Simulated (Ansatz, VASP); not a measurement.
# SnSe2: VASP beside Ansatz

```
CELL_PARAMETERS angstrom
3.83646 0.00000 0.00000
-1.91823 3.32247 0.00000
0.00000 0.00000 68.46583
ATOMIC_POSITIONS crystal
Se 0.66667 0.33333 0.34512
Se 0.33333 0.66667 0.39174
Se 0.66667 0.33333 0.43278
Se 0.33333 0.66667 0.47937
Se 0.66667 0.33333 0.52063
Se 0.33333 0.66667 0.56722
Se 0.66667 0.33333 0.60826
Se 0.33333 0.66667 0.65488
Sn 0.00000 0.00000 0.36842
Sn 0.00000 0.00000 0.45607
Sn 0.00000 0.00000 0.54393
Sn 0.00000 0.00000 0.63158
```

Alike in both runs: functional PBE; dispersion D3(BJ); k mesh 12 × 12 × 1; no spin polarisation.

Ansatz relaxed the structure, and its values are those at the end. VASP's run is a single point on that final structure, the one shown.

|  | VASP | Ansatz |
| --- | --- | --- |
| version | VASP 6.6.1 | Ansatz 0.2.0 |
| potentials or method | VASP PAW PBE potentials, release 64 (Se, Sn_d), cutoff 400 eV | scalar-relativistic, plane waves, PAW |
| occupations | gaussian, width 0.01 eV | fixed |
| valence electrons in the cell | 104 | 184 |

Ansatz gave:

| Quantity | Value |
| --- | --- |
| gap on the k mesh at the Fermi level (eV) | 0.57 |
| least direct gap on the mesh (eV) | 0.88 |
| rms of the force components (eV/Å) | 0.000 |

Task: Which values does VASP return?

Result: gap on the k mesh at the Fermi level (eV): 0.56; least direct gap on the mesh (eV): 0.87; rms of the force components (eV/Å): 0.006.

VASP's potentials hold 104 valence electrons a cell and Ansatz's 184, so a difference there can come from the potentials and not from the codes. Ansatz's warnings: xc potential rough in thin density.
